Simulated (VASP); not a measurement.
A run of VASP 6.6.1 is set up as follows.

File POSCAR:

```
KCl
1.0
    3.1759371816      3.1759371816      0.0000000000
   -3.1759371816      3.1759371816      0.0000000000
    0.0000000000      0.0000000000      6.3518743631
K Cl
2 2
Direct
    0.0000000000      0.0000000000      0.0000000000
    0.5000000000      0.5000000000      0.5000000000
    0.5000000000      0.5000000000      0.0000000000
    0.0000000000      0.0000000000      0.5000000000
```

Contents of INCAR.step1:

```
SYSTEM = KCl
ALGO = Normal
EDIFF = 1E-4
ENCUT = 520
GGA = PE
ISMEAR = 0
LASPH = .True.
LCHARG = .False.
LREAL = .False.
LWAVE = .True.
NBANDS = 24
NELM = 60
PREC = Accurate
SIGMA = 0.02
```

File INCAR.step2:

```
SYSTEM = KCl
ALGO = Normal
EDIFF = 1E-6
ENCUT = 520
ISIF = 2
ISMEAR = 0
ISTART = 1
LASPH = .True.
LCHARG = .False.
LMIXTAU = .True.
LREAL = .False.
LWAVE = .False.
METAGGA = R2SCAN
NBANDS = 24
NELM = 60
PREC = Accurate
SIGMA = 0.02
```

Contents of KPOINTS:

```
k-points
0
Gamma
  6 6 4
  0 0 0
```

Potentials or basis: VASP PAW PBE potentials, release 64 (K_sv, Cl).

Run with:

```bash
$ cat potpaw_PBE.64/K_sv/POTCAR potpaw_PBE.64/Cl/POTCAR > POTCAR
$ cp INCAR.step1 INCAR
$ mpirun -np 1 vasp_std > vasp.out
$ cp INCAR.step2 INCAR
$ mpirun -np 1 vasp_std > vasp.out
```

Task: What does it give for the pressure?

Result: -0.5 GPa.

Task: Predict the band gap on the k mesh.

Result: 5.73 eV.

Caveat: the PAW data sets were made with another functional, which shifts forces and pressure a little. A k mesh can miss the band edges.
